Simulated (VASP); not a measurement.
# HfN (I4mm) in VASP: a series of runs, part 2 of 2

VASP 6.6.1.

## Step 3: Single point, PBE (mode 5 frozen in at -0.019 Å, normal strain along y -0.0233)

Contents of INCAR:

```
ALGO = Normal ; EDIFF = 1E-6
ENCUT = 520 ; GGA = PE
ISIF = 2 ; ISMEAR = 0
LASPH = T ; LCHARG = F
LREAL = F ; LWAVE = F
NBANDS = 14 ; NELM = 100
PREC = Accurate ; SIGMA = 0.15
```

Contents of KPOINTS:

```
k-points
0
Gamma
  16 16 16
```

Contents of POSCAR:

```
HfN
1.0
    0.0000000000      2.2208341742      2.2738140414
    2.2738140414      0.0000000000      2.2738140414
    2.2738140414      2.2208341742      0.0000000000
Hf N
1 1
Direct
    0.0003347749     -0.0003347749      0.0003347749
    0.4957340399      0.5042659601      0.4957340399
```

Potentials or basis: VASP PAW PBE potentials, release 64 (Hf_pv, N).

The run is started by

```
$ cat potpaw_PBE.64/Hf_pv/POTCAR potpaw_PBE.64/N/POTCAR > POTCAR
$ mpirun -np 1 vasp_std > vasp.out
```

OUTCAR:

```text
EDIFF = 1E-6
   ENCUT = 520
   GGA = PE
   ISIF = 2
   ISMEAR = 0
   LASPH = T
   LREAL = F
   NELM = 100
   PREC = Accurate

 ion  position               nearest neighbor table
   1  0.000  1.000  0.000-   2 2.20   2 2.24   2 2.27   2 2.27   2 2.27   2 2.27
   2  0.496  0.504  0.496-   1 2.20   1 2.24   1 2.27   1 2.27   1 2.27   1 2.27

  LATTYP: Found a body centered tetragonal cell.
 ALAT       =     3.2156586557
 C/A-ratio  =     1.3812623863

  Lattice vectors:

 A1 = (   0.0000000000,  -2.2208341742,   2.2738140414)
 A2 = (   0.0000000000,  -2.2208341742,  -2.2738140414)
 A3 = (   2.2738140414,   2.2208341742,   0.0000000000)

Analysis of symmetry for initial positions (statically):
=====================================================================
 Subroutine PRICEL returns:
 Original cell was already a primitive cell.

 Routine SETGRP: Setting up the symmetry group for a
 body centered tetragonal supercell.

 Subroutine GETGRP returns: Found  8 space group operations
 (whereof  8 operations were pure point group operations)
 out of a pool of 16 trial point group operations.

The static configuration has the point symmetry C_4v.

Analysis of symmetry for dynamics (positions and initial velocities):
=====================================================================
 Subroutine PRICEL returns:
 Original cell was already a primitive cell.

 Routine SETGRP: Setting up the symmetry group for a
 body centered tetragonal supercell.

 Subroutine GETGRP returns: Found  8 space group operations
 (whereof  8 operations were pure point group operations)
 out of a pool of 16 trial point group operations.

The dynamic configuration has the point symmetry C_4v.

 Subroutine INISYM returns: Found  8 space group operations
 (whereof  8 operations are pure point group operations),
 and found     1 'primitive' translations

----------------------------------------------------------------------------------------

                                     Primitive cell

[... 114 lines left out ...]
   LORBIT       =      0    0 simple, 1 ext, 2 COOP (PROOUT), +10 PAW based schemes
   GGA     = PE    functional components
   LHFCALC =     F    Hartree Fock is set to
   AEXX    =    0.0000 exact exchange contribution
   IVDW    =     0    specifies the selected vdW correction
   LEPSILON=     F    determine dielectric tensor
   LRPA    =     F    only Hartree local field effects (RPA)
 non-spin polarized calculation
 Gauss-broadening in eV      SIGMA  =   0.15
  energy-cutoff  :      520.00
  volume of cell :       22.96
 maximum number of plane-waves:       632
   NGX = 11   NGY = 11   NGZ = 11

 number of electron      14.9999999 magnetization

 Free energy of the ion-electron system (eV)
  ---------------------------------------------------
  ext. energy  EPLUGINS =         0.00000000
  ---------------------------------------------------
  free energy    TOTEN  =       -21.74022882 eV

  energy without entropy =      -21.73366798  energy(sigma->0) =      -21.73694840

 E-fermi :   8.4356     XC(G=0): -12.7520

 val. band max:        8.4244204296   @ k =  -0.3750   0.3750   0.1250
 cond. band min:       8.4370681199   @ k =  -0.1250   0.0625  -0.0000
 fundamental gap:      0.0126476903
 Fermi energy:         8.4356390119

 k-point     1 :       0.0000    0.0000    0.0000
  band No.  band energies     occupation
      1     -22.7214      2.00000
      2     -22.7214      2.00000
      3     -22.6967      2.00000
      4      -9.1159      2.00000
      5       5.3396      2.00000
      6       5.3396      2.00000
      7       5.4628      2.00000
      8       7.9978      1.99996
      9       7.9978      1.99996
     10       8.2509      1.91841
     11       9.9452      0.00000
     12      10.2229      0.00000
     13      10.9088      0.00000
     14      18.0001      0.00000
[... 377 lines left out ...]
      1     -22.8108      2.00000
      2     -22.7454      2.00000
      3     -22.7089      2.00000
      4      -8.8726      2.00000
      5       4.3618      2.00000
      6       4.7446      2.00000
      7       4.9843      2.00000
      8       8.2011      1.97298
      9       8.3840      1.37372
     10       8.6277      0.07024
     11      10.2222      0.00000
     12      11.1197      0.00000
     13      11.9210      0.00000
     14      18.8101      0.00000

 [... further k-points ...]
[... 5 lines left out ...]
  --------------------------------------------------------------------------------------
  -------------------------------------------------------------------------------------
  Total        0.0484672      1.8754895      0.0484672      0.0000000     -0.0000000      0.0000000
  in kB        3.3814477    130.8486391      3.3814477      0.0000000     -0.0000000      0.0000000
  external PRESSURE =      45.8705115 kB  Pullay stress =       0.0000000 kB

 VOLUME and BASIS-vectors are now :
 -----------------------------------------------------------------------------
  energy-cutoff  :      520.00
  volume of cell :       22.96
      direct lattice vectors                 reciprocal lattice vectors
     0.000000000  2.220834174  2.273814041    -0.219894851  0.225140628  0.219894851
     2.273814041  0.000000000  2.273814041     0.219894851 -0.225140628  0.219894851
     2.273814041  2.220834174  0.000000000     0.219894851  0.225140628 -0.219894851

 POSITION                                       TOTAL-FORCE (eV/Angst)
 -----------------------------------------------------------------------------------
      2.27381      0.00149      2.27381         0.000000     -0.291244      0.000000
      2.27381      2.20189      2.27381         0.000000      0.291244      0.000000
 -----------------------------------------------------------------------------------
    total drift:                               -0.000000      0.000025     -0.000000

  FREE ENERGIE OF THE ION-ELECTRON SYSTEM (eV)
  ---------------------------------------------------
  free  energy   TOTEN  =       -21.7402288153 eV

  energy  without entropy=      -21.7336679847  energy(sigma->0) =      -21.73694840
```

OSZICAR:

```text
N       E                     dE             d eps       ncg     rms          rms(c)
DAV:   1     0.392627479281E+02    0.39263E+02   -0.78773E+03  9804   0.101E+03
DAV:   2    -0.227376829770E+02   -0.62000E+02   -0.57912E+02 13054   0.237E+02
DAV:   3    -0.247395267361E+02   -0.20018E+01   -0.19932E+01 11286   0.351E+01
DAV:   4    -0.247468981200E+02   -0.73714E-02   -0.73703E-02 11712   0.248E+00
DAV:   5    -0.247469433493E+02   -0.45229E-04   -0.45229E-04 11236   0.167E-01    0.496E+01
DAV:   6    -0.218427734529E+02    0.29042E+01   -0.82131E+00 10840   0.222E+01    0.421E+01
DAV:   7    -0.217672421477E+02    0.75531E-01   -0.45554E-01 12346   0.602E+00    0.267E+01
DAV:   8    -0.217457924893E+02    0.21450E-01   -0.10406E-01 11320   0.280E+00    0.600E+00
DAV:   9    -0.217403465369E+02    0.54460E-02   -0.15140E-02 11074   0.991E-01    0.196E+00
DAV:  10    -0.217402592453E+02    0.87292E-04   -0.10425E-03 12984   0.312E-01    0.401E-01
DAV:  11    -0.217402305785E+02    0.28667E-04   -0.69879E-05 11620   0.834E-02    0.968E-02
DAV:  12    -0.217402290164E+02    0.15621E-05   -0.69513E-06 13082   0.225E-02    0.161E-02
DAV:  13    -0.217402288153E+02    0.20110E-06   -0.16877E-07  6584   0.430E-03
   1 F= -.21740229E+02 E0= -.21736948E+02  d E =-.656083E-02
```

Wall time 58 s (1 thread of Intel Xeon Platinum 8488C (Sapphire Rapids), shared host); peak memory 0.23 GiB.

What came out:

```
Free energy   : -21.7402 eV
Pressure      : 4.6 GPa
Largest force : 0.291 eV/Å
```

Forces on the atoms (eV/Å):
```
Hf   0.000 -0.291  0.000
N    0.000  0.291  0.000
```

Caveat: the cell differs from its parent crystal (mode 5 frozen in at -0.019 Å, normal strain along y -0.0233); spin-orbit coupling is left out, which moves the levels of the heavy elements.

## Step 4: Single point, PBE (mode 5 frozen in at -0.097 Å, normal strain along y -0.0233)

Contents of INCAR:

```
SYSTEM = HfN
ALGO     = Normal         ! electronic algorithm
EDIFF    = 1E-7           ! SCF threshold, eV
ENCUT    = 520            ! plane-wave cutoff, eV
GGA      = PE             ! functional
ISIF     = 2              ! what is computed and relaxed
ISMEAR   = 0              ! smearing method
LASPH    = .True.         ! aspherical terms in the spheres
LCHARG   = .True.         ! write CHGCAR
LELF     = .True.         ! ELF
LREAL    = .False.        ! projectors in reciprocal space
LVHAR    = .True.       
LWAVE    = .False.        ! write WAVECAR
NBANDS   = 14             ! bands
NELM     = 60             ! most SCF steps
PREC     = Accurate       ! precision mode
SIGMA    = 0.15           ! smearing width, eV
```

Contents of KPOINTS:

```
k-points
0
Gamma
  16 16 16
  0 0 0
```

Contents of POSCAR:

```
HfN
1.0
    0.0000000000      2.2208341742      2.2738140414
    2.2738140414      0.0000000000      2.2738140414
    2.2738140414      2.2208341742      0.0000000000
Hf N
1 1
Direct
    0.0016738745     -0.0016738745      0.0016738745
    0.4786701994      0.5213298006      0.4786701994
```

The run is started by

```
$ cat potpaw_PBE.64/Hf_pv/POTCAR potpaw_PBE.64/N/POTCAR > POTCAR
$ mpirun -np 1 vasp_std > vasp.out
```

It took 47 s on 1 thread of Intel Xeon Platinum 8488C (Sapphire Rapids), shared host; peak memory 0.23 GiB.

The run converged. Its results:

```yaml
Free_energy: -21.6685 eV
Pressure: 6.2 GPa
Largest_force: 1.468 eV/Å
```

Forces on the atoms (eV/Å):
```
Hf   0.000 -1.468  0.000
N    0.000  1.468  0.000
```

Stress tensor (GPa, compression positive):
```
 0.57  0.00  0.00
 0.00 17.47  0.00
 0.00  0.00  0.57
```

Levels at points of the mesh, in eV from the Fermi level:
```tsv
k point	band 5	band 6	band 7	band 8	band 9	band 10	band 11	band 12
(0.00, 0.00, 0.00)	-3.26	-3.26	-3.11	-0.24	-0.24	-0.17	1.55	1.80
(0.50, 0.00, 0.00)	-8.91	-6.23	-6.20	3.21	3.60	3.84	4.47	8.40
(0.50, 0.50, 0.00)	-5.51	-4.52	-3.64	-2.98	4.11	5.39	5.62	5.70
(0.50, 0.00, 0.50)	-5.22	-3.88	-3.79	-3.79	4.14	5.53	5.54	5.54
```

Caveat: the cell differs from its parent crystal (mode 5 frozen in at -0.097 Å, normal strain along y -0.0233); spin-orbit coupling is left out, which moves the levels of the heavy elements; forces of over 1 eV/Å act on the atoms, so gaps and moduli don't describe the material at rest.

## Step 5: Single point, PBE (mode 5 frozen in at -0.058 Å, normal strain along y -0.0233)

Edit INCAR of step 4 so:

```diff
@@ -2,3 +2,3 @@
 ALGO     = Normal         ! electronic algorithm
-EDIFF    = 1E-7           ! SCF threshold, eV
+EDIFF    = 1E-6           ! SCF threshold, eV
 ENCUT    = 520            ! plane-wave cutoff, eV
@@ -14,3 +14,3 @@
 NBANDS   = 14             ! bands
-NELM     = 60             ! most SCF steps
+NELM     = 100            ! most SCF steps
 PREC     = Accurate       ! precision mode
```

KPOINTS is that of step 4.

Contents of POSCAR:

```
HfN
1.0
    0.0000000000      2.2208341742      2.2738140414
    2.2738140414      0.0000000000      2.2738140414
    2.2738140414      2.2208341742      0.0000000000
Hf N
1 1
Direct
    0.0010043247     -0.0010043247      0.0010043247
    0.4872021197      0.5127978803      0.4872021197
```

Potentials or basis: VASP PAW PBE potentials, release 64 (Hf_pv, N).

The run is started by

```
$ cat potpaw_PBE.64/Hf_pv/POTCAR potpaw_PBE.64/N/POTCAR > POTCAR
$ mpirun -np 1 vasp_std > vasp.out
```

OUTCAR:

```text
SYSTEM = HfN
   EDIFF = 1E-6
   ENCUT = 520
   GGA = PE
   ISIF = 2
   ISMEAR = 0
   LASPH = .True.
   LREAL = .False.
   NELM = 100
   PREC = Accurate

 ion  position               nearest neighbor table
   1  0.001  0.999  0.001-   2 2.16   2 2.27   2 2.27   2 2.27   2 2.27   2 2.28
   2  0.487  0.513  0.487-   1 2.16   1 2.27   1 2.27   1 2.27   1 2.27   1 2.28

  LATTYP: Found a body centered tetragonal cell.
 ALAT       =     3.2156586557
 C/A-ratio  =     1.3812623863

  Lattice vectors:

 A1 = (   0.0000000000,  -2.2208341742,   2.2738140414)
 A2 = (   0.0000000000,  -2.2208341742,  -2.2738140414)
 A3 = (   2.2738140414,   2.2208341742,   0.0000000000)

Analysis of symmetry for initial positions (statically):
=====================================================================
 Subroutine PRICEL returns:
 Original cell was already a primitive cell.

 Routine SETGRP: Setting up the symmetry group for a
 body centered tetragonal supercell.

 Subroutine GETGRP returns: Found  8 space group operations
 (whereof  8 operations were pure point group operations)
 out of a pool of 16 trial point group operations.

The static configuration has the point symmetry C_4v.

[... 177 lines left out ...]
      9       8.0648      1.99950
     10       8.2548      1.90868
     11       9.9589      0.00000
     12      10.2267      0.00000
     13      10.9636      0.00000
     14      17.9921      0.00000
[... 377 lines left out ...]
      1     -22.8084      2.00000
      2     -22.7401      2.00000
      3     -22.7072      2.00000
      4      -8.8725      2.00000
      5       4.3025      2.00000
      6       4.7509      2.00000
      7       4.9403      2.00000
      8       8.1935      1.97660
      9       8.4478      0.89562
     10       8.6362      0.05652
     11      10.2295      0.00000
     12      11.1346      0.00000
     13      11.9732      0.00000
     14      18.8025      0.00000

 [... further k-points ...]

------------------------ aborting loop because EDIFF is reached ----------------------------------------

  FORCE on cell =-STRESS in cart. coord.  units (eV):
  Direction    XX          YY          ZZ          XY          YZ          ZX
  --------------------------------------------------------------------------------------
  -------------------------------------------------------------------------------------
  Total        0.0598649      2.0830781      0.0598649      0.0000000     -0.0000000      0.0000000
  in kB        4.1766352    145.3316185      4.1766352      0.0000000     -0.0000000      0.0000000
  external PRESSURE =      51.2282963 kB  Pullay stress =       0.0000000 kB

 VOLUME and BASIS-vectors are now :
 -----------------------------------------------------------------------------
  energy-cutoff  :      520.00
  volume of cell :       22.96
      direct lattice vectors                 reciprocal lattice vectors
     0.000000000  2.220834174  2.273814041    -0.219894851  0.225140628  0.219894851
     2.273814041  0.000000000  2.273814041     0.219894851 -0.225140628  0.219894851
     2.273814041  2.220834174  0.000000000     0.219894851  0.225140628 -0.219894851

 POSITION                                       TOTAL-FORCE (eV/Angst)
 -----------------------------------------------------------------------------------
      2.27381      0.00446      2.27381         0.000000     -0.876257      0.000000
      2.27381      2.16399      2.27381         0.000000      0.876257      0.000000
 -----------------------------------------------------------------------------------
    total drift:                               -0.000000      0.000051      0.000000

  FREE ENERGIE OF THE ION-ELECTRON SYSTEM (eV)
  ---------------------------------------------------
  free  energy   TOTEN  =       -21.7163900030 eV

  energy  without entropy=      -21.7098318149  energy(sigma->0) =      -21.71311091
```

stdout:

```text
POSCAR found type information on POSCAR HfN
 POSCAR found :  2 types and       2 ions
 scaLAPACK will be used
 LDA part: xc-table for (Slater+PW92), standard interpolation
 POSCAR, INCAR and KPOINTS ok, starting setup
 FFT: planning ... GRIDC
 FFT: planning ... GRID_SOFT
 FFT: planning ... GRID
 WAVECAR not read
 entering main loop
```

Wall time 57 s (1 thread of Intel Xeon Platinum 8488C (Sapphire Rapids), shared host); peak memory 0.23 GiB.

Results:

```
Free energy   : -21.7164 eV
Pressure      : 5.1 GPa
Largest force : 0.876 eV/Å
```

Forces on the atoms (eV/Å):
```
Hf   0.000 -0.876  0.000
N    0.000  0.876  0.000
```

Caveat: the cell differs from its parent crystal (mode 5 frozen in at -0.058 Å, normal strain along y -0.0233); spin-orbit coupling is left out, which moves the levels of the heavy elements.
